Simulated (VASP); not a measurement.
# Ti5C (F-43m) in VASP: a series of runs, part 2 of 2

VASP 6.6.1. Earlier steps stand in the parts before.

**4. Relaxation of cell and atoms, PBE**

INCAR reads:

```
PREC     = Accurate       # precision mode
ENCUT    = 600            # plane-wave cutoff, eV
EDIFF    = 1E-7           # SCF threshold, eV
ISMEAR   = 0              # smearing method
SIGMA    = 0.1            # smearing width, eV
LREAL    = F              # projectors in reciprocal space
LASPH    = T              # aspherical terms in the spheres
NELM     = 60             # most SCF steps
ALGO     = Normal         # electronic algorithm
ISIF     = 3              # what is computed and relaxed
LWAVE    = F              # write WAVECAR
LCHARG   = F              # write CHGCAR
GGA      = PE             # functional
IBRION   = 2              # ionic algorithm
NSW      = 90             # ionic steps
EDIFFG   = -0.04          # ionic threshold
```

KPOINTS reads:

```
Automatic mesh
0
Gamma
  4 4 4
```

POSCAR reads:

```
Ti5C
1.0
    0.0000000000      3.5622118700      3.5622118700
    3.5622118700      0.0000000000      3.5622118700
    3.5622118700      3.5622118700      0.0000000000
Ti C
5 1
Direct
    0.6021580300      0.6021580300      0.6021580300
    0.6021580300      0.6021580300      0.1935259200
    0.6021580300      0.1935259200      0.6021580300
    0.1935259200      0.6021580300      0.6021580300
    0.2500000000      0.2500000000      0.2500000000
    0.0000000000      0.0000000000      0.0000000000
```

Potentials or basis: VASP PAW PBE potentials, release 64 (Ti_sv, C).

The run is started by

```
> cat potpaw_PBE.64/Ti_sv/POTCAR potpaw_PBE.64/C/POTCAR > POTCAR
> mpirun -np 1 vasp_std > vasp.out
```

OUTCAR:

```text
PREC = Accurate
   ENCUT = 600
   EDIFF = 1E-7
   ISMEAR = 0
   LREAL = F
   LASPH = T
   NELM = 60
   ISIF = 3
   GGA = PE
   IBRION = 2
   NSW = 90
   EDIFFG = -0.04

 ion  position               nearest neighbor table
   1  0.602  0.602  0.602-   2 2.06   3 2.06   4 2.06   5 2.92   5 2.92   5 2.92
   2  0.602  0.602  0.194-   1 2.06   3 2.06   4 2.06   5 2.92   5 2.92   5 2.92
   3  0.602  0.194  0.602-   1 2.06   2 2.06   4 2.06   5 2.92   5 2.92   5 2.92
   4  0.194  0.602  0.602-   1 2.06   2 2.06   3 2.06   5 2.92   5 2.92   5 2.92
   5  0.250  0.250  0.250-   3 2.92   4 2.92   2 2.92   4 2.92   2 2.92   3 2.92   1 2.92   1 2.92
                             1 2.92   2 2.92   3 2.92   4 2.92
   6  0.000  0.000  0.000-
[... 182 lines left out ...]
  --------------------------------------------------------------------------------------
  -------------------------------------------------------------------------------------
  Total       12.0168549     12.0168549     12.0168549      0.0000000     -0.0000000      0.0000000
  in kB      212.9669273    212.9669273    212.9669273      0.0000000     -0.0000000      0.0000000
  external PRESSURE =     212.9669273 kB  Pullay stress =       0.0000000 kB
[... 267 lines left out ...]
--------------------------------------- Ionic step        8  -------------------------------------------

 number of electron      64.0000000 magnetization

 Free energy of the ion-electron system (eV)
  ---------------------------------------------------
  ext. energy  EPLUGINS =         0.00000000
  ---------------------------------------------------
  free energy    TOTEN  =       -41.72049224 eV

  energy without entropy =      -41.66231042  energy(sigma->0) =      -41.69140133

 E-fermi :   7.8524     XC(G=0): -11.4150

 val. band max:        7.8212182410   @ k =   0.5000   0.2500   0.0000
 cond. band min:       7.8801181281   @ k =   0.5000   0.0000   0.0000
 fundamental gap:      0.0588998871
 Fermi energy:         7.8523834082

 k-point     1 :       0.0000    0.0000    0.0000
  band No.  band energies     occupation
      1     -48.8569      2.00000
      2     -48.5516      2.00000
      3     -48.2149      2.00000
      4     -48.2149      2.00000
      5     -48.2149      2.00000
      6     -25.8166      2.00000
[... 350 lines left out ...]
  FREE ENERGIE OF THE ION-ELECTRON SYSTEM (eV)
  ---------------------------------------------------
  free  energy   TOTEN  =       -41.7204922414 eV

  energy  without entropy=      -41.6623104240  energy(sigma->0) =      -41.69140133

 reached required accuracy - stopping structural energy minimisation
```

It took 4.4 min on 1 thread of Intel Xeon 6975P-C (Granite Rapids), shared host; peak memory 0.26 GiB.

Results:

| Quantity | Value |
| --- | --- |
| Free energy | -41.7205 eV |
| Relaxed volume | 15.86 Å³/atom |
| Relaxed cell | a = 5.124 Å, b = 5.124 Å, c = 5.124 Å, α = 60.00°, β = 60.00°, γ = 60.00° |
| Space group after relaxing (to 0.05 Å) | F-43m (No. 216) |
| Energy gained by relaxing | 834.7 meV/atom |
| Ionic steps | 8 |
| Pressure after relaxing | 0.0 GPa |
| Largest force after relaxing | 0.017 eV/Å |
| Band gap on the k mesh | zero (band 32 reaches 8.09 eV, above the bottom of band 33 at 7.69 eV) |

Forces on the atoms (eV/Å):
```
Ti   0.010  0.010  0.010
Ti  -0.010 -0.010  0.010
Ti  -0.010  0.010 -0.010
Ti   0.010 -0.010 -0.010
Ti   0.000  0.000  0.000
C    0.000  0.000  0.000
```

The path:
```csv
step,energy change (eV),largest force (eV/Å),pressure (GPa),volume (Å³)
1,0.0000,11.1408,21.30,90.40
2,-0.9335,4.8413,-5.29,119.22
3,-4.8805,0.3753,-5.17,102.38
4,-4.9148,0.0246,-4.59,101.63
5,-4.9258,0.3416,-3.94,100.88
6,-5.0074,0.0307,-0.49,95.81
7,-5.0080,0.0697,-0.16,95.35
8,-5.0084,0.0168,0.02,95.15
```

Final structure:
```
Ti C
1.0
     0.00000    3.62352    3.62352
     3.62352    0.00000    3.62352
     3.62352    3.62352    0.00000
Ti C
5 1
Direct
  0.62241 0.62241 0.62241
  0.62241 0.62241 0.13278
  0.62241 0.13278 0.62241
  0.13278 0.62241 0.62241
  0.25000 0.25000 0.25000
  0.00000 0.00000 0.00000
```

Levels at points of the mesh, in eV from the Fermi level:
```
           k point  band 30  band 31  band 32  band 33  band 34  band 35
(0.00, 0.00, 0.00)    -0.55    -0.55     0.24     0.24     0.24     0.73
(0.50, 0.00, 0.00)    -0.59     0.03     0.12     0.12     0.12     0.65
(0.50, 0.50, 0.00)    -0.71    -0.22    -0.07     0.31     0.70     0.70
```

Caveat: the k points lie up to 0.38 Å⁻¹ apart in the final cell.

**5. Single point, PBE**

This run uses another cell than the first one, of 15.96 Å³/atom, 1.059 times its volume.

INCAR reads:

```
SYSTEM = Ti5C
PREC     = Accurate       ! precision mode
ENCUT    = 520            ! plane-wave cutoff, eV
EDIFF    = 1E-6           ! SCF threshold, eV
ISMEAR   = 0              ! smearing method
SIGMA    = 0.1            ! smearing width, eV
LREAL    = .FALSE.        ! projectors in reciprocal space
LASPH    = .TRUE.         ! aspherical terms in the spheres
NELM     = 80             ! most SCF steps
ALGO     = Normal         ! electronic algorithm
ISIF     = 2              ! what is computed and relaxed
LWAVE    = .FALSE.        ! write WAVECAR
LCHARG   = .TRUE.         ! write CHGCAR
GGA      = PE             ! functional
LELF     = .TRUE.         ! ELF
LVHAR    = .TRUE.       
NBANDS   = 41             ! bands
```

KPOINTS reads:

```
regular mesh
0
G
  10 10 10
  0 0 0
```

POSCAR reads:

```
Ti5C
1.0
    0.0000000000      3.6312576615      3.6312576615
    3.6312576615      0.0000000000      3.6312576615
    3.6312576615      3.6312576615      0.0000000000
Ti C
5 1
Direct
    0.3775033703      0.8674898892      0.3775033703
    0.3775033703      0.3775033703      0.3775033703
    0.8674898892      0.3775033703      0.3775033703
    0.3775033703      0.3775033703      0.8674898892
    0.7500000000      0.7500000000      0.7500000000
    0.0000000000      0.0000000000      0.0000000000
```

The run is started by

```
> cat potpaw_PBE.64/Ti_sv/POTCAR potpaw_PBE.64/C/POTCAR > POTCAR
> mpirun -np 1 vasp_std > vasp.out
```

It took 2.8 min on 1 thread of Intel Xeon 6975P-C (Granite Rapids), shared host; peak memory 0.32 GiB.

It converged, with:

```yaml
Free_energy: -41.7266 eV
Pressure: -0.2 GPa
Largest_force: 0.012 eV/Å
Band_gap_on_the_k_mesh: zero (band 32 reaches 8.02 eV, above the bottom of band 33 at 7.61 eV)
```

Forces in eV/Å, atoms in the order of the input:
```
Ti   0.007 -0.007  0.007
Ti  -0.007 -0.007 -0.007
Ti  -0.007  0.007  0.007
Ti   0.007  0.007 -0.007
Ti   0.000  0.000  0.000
C    0.000  0.000  0.000
```

Levels at points of the mesh, in eV from the Fermi level:
```csv
k point,band 28,band 29,band 30,band 31,band 32,band 33,band 34,band 35,band 36,band 37
"(0.00, 0.00, 0.00)",-1.89,-1.89,-0.55,-0.55,0.22,0.22,0.22,0.71,0.71,2.23
"(0.50, 0.00, 0.00)",-1.17,-0.60,-0.60,0.00,0.11,0.11,0.11,0.64,0.73,0.73
"(0.50, 0.50, 0.00)",-1.02,-1.02,-0.70,-0.23,-0.07,0.30,0.68,0.68,1.11,1.11
```

**6. Relaxation of cell and atoms, PBE**

This run uses another cell than the first one, of 15.85 Å³/atom, 1.052 times its volume.

INCAR reads:

```
PREC = Accurate
ENCUT = 600
EDIFF = 1E-6
ISMEAR = 0
SIGMA = 0.1
LREAL = F
LASPH = T
NELM = 80
ALGO = Normal
ISIF = 3
LWAVE = F
LCHARG = F
GGA = PE
IBRION = 2
NSW = 100
EDIFFG = -0.01
```

KPOINTS reads:

```
Automatic mesh
0
Gamma
  10 10 10
```

POSCAR reads:

```
Ti5C
1.0
    0.0000000000      3.6226232910      3.6226232910
    3.6226232910      0.0000000000      3.6226232910
    3.6226232910      3.6226232910      0.0000000000
Ti C
5 1
Direct
    0.3776802154      0.8669593537      0.3776802154
    0.3776802154      0.3776802154      0.3776802154
    0.8669593537      0.3776802154      0.3776802154
    0.3776802154      0.3776802154      0.8669593537
    0.7500000000      0.7500000000      0.7500000000
    0.0000000000      0.0000000000      0.0000000000
```

Potentials or basis: VASP PAW PBE potentials, release 64 (Ti_sv, C).

The run is started by

```
> cat potpaw_PBE.64/Ti_sv/POTCAR potpaw_PBE.64/C/POTCAR > POTCAR
> mpirun -np 1 vasp_std > vasp.out
```

OUTCAR:

```text
PREC = Accurate
   ENCUT = 600
   EDIFF = 1E-6
   ISMEAR = 0
   LREAL = F
   LASPH = T
   NELM = 80
   ISIF = 3
   GGA = PE
   IBRION = 2
   NSW = 100
   EDIFFG = -0.01

 ion  position               nearest neighbor table
   1  0.378  0.867  0.378-   2 2.51   3 2.51   4 2.51   4 2.62   2 2.62   3 2.62
   2  0.378  0.378  0.378-   1 2.51   3 2.51   4 2.51   4 2.62   1 2.62   3 2.62
   3  0.867  0.378  0.378-   1 2.51   2 2.51   4 2.51   2 2.62   4 2.62   1 2.62
   4  0.378  0.378  0.867-   1 2.51   2 2.51   3 2.51   2 2.62   1 2.62   3 2.62
   5  0.750  0.750  0.750-
   6  0.000  0.000  0.000-

  LATTYP: Found a face centered cubic cell.
 ALAT       =     7.2452465820

  Lattice vectors:

 A1 = (   0.0000000000,   3.6226232910,   3.6226232910)
 A2 = (   3.6226232910,   0.0000000000,   3.6226232910)
[... 265 lines left out ...]

 number of electron      63.9999998 magnetization

 Free energy of the ion-electron system (eV)
  ---------------------------------------------------
  ext. energy  EPLUGINS =         0.00000000
  ---------------------------------------------------
  free energy    TOTEN  =       -41.72521317 eV

  energy without entropy =      -41.67685126  energy(sigma->0) =      -41.70103222

 E-fermi :   7.8259     XC(G=0): -11.3967

 val. band max:        7.8196501598   @ k =  -0.4000   0.4000   0.1000
 cond. band min:       7.8320702381   @ k =   0.5000   0.0000   0.0000
 fundamental gap:      0.0124200783
 Fermi energy:         7.8258554548

 k-point     1 :       0.0000    0.0000    0.0000
  band No.  band energies     occupation
      1     -48.9108      2.00000
      2     -48.5943      2.00000
      3     -48.2637      2.00000
      4     -48.2637      2.00000
      5     -48.2637      2.00000
      6     -25.8279      2.00000
[... 973 lines left out ...]
     37       8.8373      0.00000
     38       9.2063      0.00000

 [... further k-points ...]
[... 5 lines left out ...]
  --------------------------------------------------------------------------------------
  -------------------------------------------------------------------------------------
  Total        0.0118538      0.0118538      0.0118538      0.0000000      0.0000000     -0.0000000
  in kB        0.1988013      0.1988013      0.1988013      0.0000000      0.0000000     -0.0000000
  external PRESSURE =       0.1988013 kB  Pullay stress =       0.0000000 kB
[... 21 lines left out ...]
  FREE ENERGIE OF THE ION-ELECTRON SYSTEM (eV)
  ---------------------------------------------------
  free  energy   TOTEN  =       -41.7252131675 eV

  energy  without entropy=      -41.6768512647  energy(sigma->0) =      -41.70103222

 reached required accuracy - stopping structural energy minimisation
```

OSZICAR:

```text
N       E                     dE             d eps       ncg     rms          rms(c)
DAV:   1     0.908452275268E+03    0.90845E+03   -0.35855E+04  3572   0.230E+03
DAV:   2     0.778802817990E+02   -0.83057E+03   -0.81655E+03  3572   0.663E+02
DAV:   3    -0.286308397347E+02   -0.10651E+03   -0.10254E+03  6104   0.198E+02
[... 36 lines left out ...]
DAV:   7    -0.417251925409E+02   -0.12807E-04   -0.10718E-05  5090   0.149E-02    0.119E-02
DAV:   8    -0.417252091672E+02   -0.16626E-04   -0.21586E-05  5230   0.203E-02    0.459E-03
DAV:   9    -0.417252118822E+02   -0.27150E-05   -0.45586E-06  3842   0.104E-02    0.219E-03
DAV:  10    -0.417252129871E+02   -0.11049E-05   -0.10674E-06  2526   0.627E-03    0.446E-04
DAV:  11    -0.417252131675E+02   -0.18036E-06   -0.49370E-07  2146   0.498E-03
   3 F= -.41725213E+02 E0= -.41701032E+02  d E =-.113946E-02
```

Run time: 6 min. Hardware: 1 thread of Intel Xeon 6975P-C (Granite Rapids), shared host; peak memory 0.36 GiB.

Results:

| Property | Result |
| --- | --- |
| Free energy | -41.7252 eV |
| Relaxed volume | 15.92 Å³/atom |
| Relaxed cell | a = 5.131 Å, b = 5.131 Å, c = 5.131 Å, α = 60.00°, β = 60.00°, γ = 60.00° |
| Space group after relaxing (to 0.05 Å) | F-43m (No. 216) |
| Energy gained by relaxing | 0.2 meV/atom |
| Ionic steps | 3 |
| Pressure after relaxing | 0.0 GPa |
| Largest force after relaxing | 0.008 eV/Å |
| Band gap on the k mesh | zero (band 32 reaches 8.05 eV, above the bottom of band 33 at 7.63 eV) |

Forces on the atoms (eV/Å):
```
Ti  -0.005  0.005 -0.005
Ti   0.005  0.005  0.005
Ti   0.005 -0.005 -0.005
Ti  -0.005 -0.005  0.005
Ti   0.000  0.000  0.000
C    0.000  0.000  0.000
```

The path:
| step | energy change (eV) | largest force (eV/Å) | pressure (GPa) | volume (Å³) |
| --- | --- | --- | --- | --- |
| 1 | 0.0000 | 0.0853 | 0.44 | 95.08 |
| 2 | -0.0010 | 0.0383 | -0.09 | 95.68 |
| 3 | -0.0011 | 0.0083 | 0.02 | 95.53 |

Final structure:
```
CELL_PARAMETERS angstrom
0.00000 3.62832 3.62832
3.62832 0.00000 3.62832
3.62832 3.62832 0.00000
ATOMIC_POSITIONS crystal
Ti 0.37743 0.86770 0.37743
Ti 0.37743 0.37743 0.37743
Ti 0.86770 0.37743 0.37743
Ti 0.37743 0.37743 0.86770
Ti 0.75000 0.75000 0.75000
C 0.00000 0.00000 0.00000
```

Levels at points of the mesh, in eV from the Fermi level:
| k point | band 30 | band 31 | band 32 | band 33 | band 34 | band 35 |
| --- | --- | --- | --- | --- | --- | --- |
| (0.00, 0.00, 0.00) | -0.55 | -0.55 | 0.22 | 0.22 | 0.22 | 0.71 |
| (0.50, 0.00, 0.00) | -0.60 | 0.01 | 0.10 | 0.10 | 0.11 | 0.64 |
| (0.50, 0.50, 0.00) | -0.69 | -0.23 | -0.07 | 0.30 | 0.68 | 0.68 |

**7. Summary**

```tsv
task	cell	k mesh	cutoff (eV)	gap on the mesh (eV)	pressure (GPa)	relaxed volume (Å³/atom)	largest force (eV/Å)
single point	a = 5.038 Å, angles 60.0°, 6 atoms	4 × 4 × 4	520	none	21.4	-	11.14
single point	a = 5.123 Å, angles 60.0°, 6 atoms	4 × 4 × 4	520	none	0.1	-	0.05
relaxation of cell and atoms	relaxed from a = 5.038 Å, angles 60.0°, 6 atoms	4 × 4 × 4	600	none	0.0	15.86	0.02
single point	a = 5.135 Å, angles 60.0°, 6 atoms	10 × 10 × 10	520	none	-0.2	-	0.01
relaxation of cell and atoms	relaxed from a = 5.123 Å, angles 60.0°, 6 atoms	10 × 10 × 10	600	none	0.0	15.92	0.01
```

Alike in all rows: level PBE; potentials or basis VASP PAW PBE potentials, release 64 (Ti_sv, C); no spin polarisation; smearing gaussian 0.1 eV.

Caveats: some runs use coarse meshes; forces of over 1 eV/Å act on the atoms, so gaps and moduli don't describe the material at rest (some runs).

Total energies depend on the potentials used, so only differences within one code and one set of settings carry meaning.
